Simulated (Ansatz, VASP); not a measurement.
## BAs: VASP beside Ansatz

Contents of INCAR:

```
SYSTEM = BAs
ALGO     = Normal         ! electronic algorithm
EDIFF    = 1E-6           ! SCF threshold, eV
ENCUT    = 500            ! plane-wave cutoff, eV
GGA      = PE             ! functional
GGA_COMPAT= .False.      
ISIF     = 2              ! what is computed and relaxed
ISMEAR   = 0              ! smearing method
LASPH    = .True.         ! aspherical terms in the spheres
LCHARG   = .False.        ! write CHGCAR
LREAL    = .False.        ! projectors in reciprocal space
LWAVE    = .False.        ! write WAVECAR
NBANDS   = 11             ! bands
NELM     = 120            ! most SCF steps
PREC     = Accurate       ! precision mode
SIGMA    = 0.02           ! smearing width, eV
```

Contents of KPOINTS:

```
k-points
0
Gamma
  10 10 10
  0 0 0
```

POSCAR

```
BAs
1.0
    0.0000000000      2.4046158453      2.4046158453
    2.4046158453      0.0000000000      2.4046158453
    2.4046158453      2.4046158453      0.0000000000
B As
1 1
Direct
    0.0000000000      0.0000000000      0.0000000000
    0.2500000000      0.2500000000      0.2500000000
```

Input for Ansatz:

```yaml
crystal:
  lattice:
    - [0.0, 2.4046158453, 2.4046158453]
    - [2.4046158453, 0.0, 2.4046158453]
    - [2.4046158453, 2.4046158453, 0.0]
  atoms:
    - { symbol: B, position: [0.0, 0.0, 0.0] }
    - { symbol: As, position: [0.25, 0.25, 0.25] }
basis:
  ecutwfc: 420
kpoints:
  mp_grid: { grid: [10, 10, 10] }
hamiltonian:
  xc: pbe
scf:
  occupations: { method: gaussian, width: 0.02 }
  n_extra_bands: 12
output:
  forces: false
  stress: false
  eigenvalues: true
  optics: { e_range: [0, 14], sigma: 0.1, nscf_kmesh: { grid: [15, 15, 15] } }
checkpoint:
  read: start.run
  write: ck
  compress: false
  write_wavefunctions: false
  write_every: 100000
```

Alike in both runs: task single point; functional PBE; k mesh 10 × 10 × 10; occupations gaussian, width 0.02 eV; no spin polarisation.

```csv
,VASP,Ansatz
version,VASP 6.6.1,Ansatz 0.2.0
potentials or method,"VASP PAW PBE potentials, release 64 (B, As), cutoff 500 eV","scalar-relativistic, plane waves, PAW"
valence electrons in the cell,8,18
```

VASP gave:

| Quantity | Value |
| --- | --- |
| gap on the k mesh at the Fermi level (eV) | 1.20 |
| least direct gap on the mesh (eV) | 3.25 |

**Question.** Which values does Ansatz return?

**Answer.** gap on the k mesh at the Fermi level (eV): 1.20; least direct gap on the mesh (eV): 3.26.

VASP's potentials hold 8 valence electrons a cell and Ansatz's 18, so a difference there can come from the potentials and not from the codes.
